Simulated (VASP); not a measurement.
The system is Pb.

```
Pb
1.0
     0.00000    2.42450    2.42450
     2.42450    0.00000    2.42450
     2.42450    2.42450    0.00000
Pb
1
Direct
  0.00000 0.00000 0.00000
```

This cell differs from its parent crystal: volume scaled by 0.94.

Base run:

- Program: VASP 6.6.1
- Functional: PBE
- Potentials or basis: VASP PAW PBE potentials, release 64 (Pb_d)
- Cutoff: 520 eV
- k mesh: 9 × 9 × 9
- Occupations: fermi-dirac, width 0.05 eV
- Spin: no spin polarisation

Its results: band gap on the k mesh zero (band 7 reaches 15.91 eV, above the bottom of band 8 at 6.32 eV); pressure 5.9 GPa.

Task: After a change of settings the same cell gave: band gap on the k mesh zero (band 7 reaches 15.72 eV, above the bottom of band 8 at 6.13 eV); pressure 2.7 GPa. Which change was it?
A. functional from PBE to RPBE; further incar settings from ALGO = Normal; EDIFF = 1e-06; NBANDS = 13 to ALGO = Fast; EDIFF = 1e-07; NBANDS = 13
B. functional from PBE to LDA; potentials or basis from VASP PAW PBE potentials, release 64 (Pb_d) to VASP PAW LDA potentials, release 64 (Pb_d)
C. functional from PBE to RPBE; dispersion from none to D4
D. functional from PBE to PBEsol

Result: D.

PBEsol binds more tightly than PBE, so the same cell stands under less pressure.

Caveats: spin-orbit coupling is left out, which moves the levels of the heavy elements; the PAW data sets were made with another functional, which shifts forces and pressure a little (some runs).
